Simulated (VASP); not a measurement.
A run of VASP 6.6.1 is set up as follows.

Contents of INCAR:

```
SYSTEM = KF
PREC = Accurate
ENCUT = 520
EDIFF = 1E-6
ISMEAR = 0
SIGMA = 0.05
LREAL = .False.
LASPH = .True.
NELM = 100
ALGO = Normal
ISIF = 2
LWAVE = .False.
LCHARG = .False.
GGA = PE
NBANDS = 15
```

KPOINTS

```
Automatic mesh
0
Gamma
  8 8 8
  0 0 0
```

The input POSCAR:

```
KF
1.0
    0.0294249267      2.7539551729      2.7539551729
    2.7539551729      0.0294249267      2.7539551729
    2.7539551729      2.7539551729      0.0294249267
K F
1 1
Direct
    0.0000000000      0.0000000000      0.0000000000
    0.5000000000      0.5000000000      0.5000000000
```

Potentials or basis: VASP PAW PBE potentials, release 64 (K_sv, F).

The run is started by

```console
$ cat potpaw_PBE.64/K_sv/POTCAR potpaw_PBE.64/F/POTCAR > POTCAR
$ mpirun -np 1 vasp_std > vasp.out
```

Problem. What does it give for the pressure?

Solution. -0.9 GPa.

Problem. Estimate the band gap on the k mesh.

Solution. 5.78 eV.

Stress tensor (GPa, compression positive):
```
-0.86 -0.15 -0.15
-0.15 -0.86 -0.15
-0.15 -0.15 -0.86
```

A k mesh can miss the band edges. Expect the measured gap to be larger: semilocal functionals such as PBE lack the derivative discontinuity.
